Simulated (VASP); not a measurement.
A run of VASP 6.6.1 is set up as follows.

INCAR

```
SYSTEM = CdS
PREC = Accurate
ENCUT = 500
EDIFF = 1E-6
ISMEAR = 0
SIGMA = 0.1
LREAL = .FALSE.
LASPH = .TRUE.
NELM = 200
ALGO = Normal
ISIF = 2
LWAVE = .FALSE.
LCHARG = .TRUE.
LDAU = .TRUE.
LDAUTYPE = 2
LDAUL = 2 -1
LDAUU = 3.5 0
LDAUJ = 0 0
LDAUPRINT = 1
GGA = RP
IVDW = 12
LELF = .TRUE.
LVHAR = .TRUE.
NBANDS = 16
GGA_COMPAT = .FALSE.
```

KPOINTS

```
Automatic mesh
0
G
  4 4 4
  0 0 0
```

The input POSCAR:

```
CdS
1.0
    0.0000000000      2.7532440000      2.7532440000
    2.7532440000      0.0000000000      2.7532440000
    2.7532440000      2.7532440000      0.0000000000
Cd S
1 1
Direct
    0.0000000000      0.0000000000      0.0000000000
    0.5000000000      0.5000000000      0.5000000000
```

Potentials or basis: VASP PAW PBE potentials, release 64 (Cd, S).

Run with:

```console
$ cat potpaw_PBE.64/Cd/POTCAR potpaw_PBE.64/S/POTCAR > POTCAR
$ mpirun -np 1 vasp_std > vasp.out
```

Problem. What does it give for the band gap on the k mesh?

Solution. 0.58 eV, indirect (least direct gap 1.69 eV).

Problem. Estimate the dispersion energy per atom.

Solution. -1.461 eV.

Problem. Predict the pressure.

Solution. -13.4 GPa.

Eigenvalues of the final occupation matrices:
| site | spin | trace | eigenvalues |
| --- | --- | --- | --- |
| site 1 d | 1 | 4.89 | 0.97 0.97 0.97 0.99 0.99 |
| site 1 d | 2 | 4.89 | 0.97 0.97 0.97 0.99 0.99 |

Caveat: the k points lie up to 0.49 Å⁻¹ apart; three body term missing; the PAW data sets were made with another functional, which shifts forces and pressure a little. A k mesh can miss the band edges.
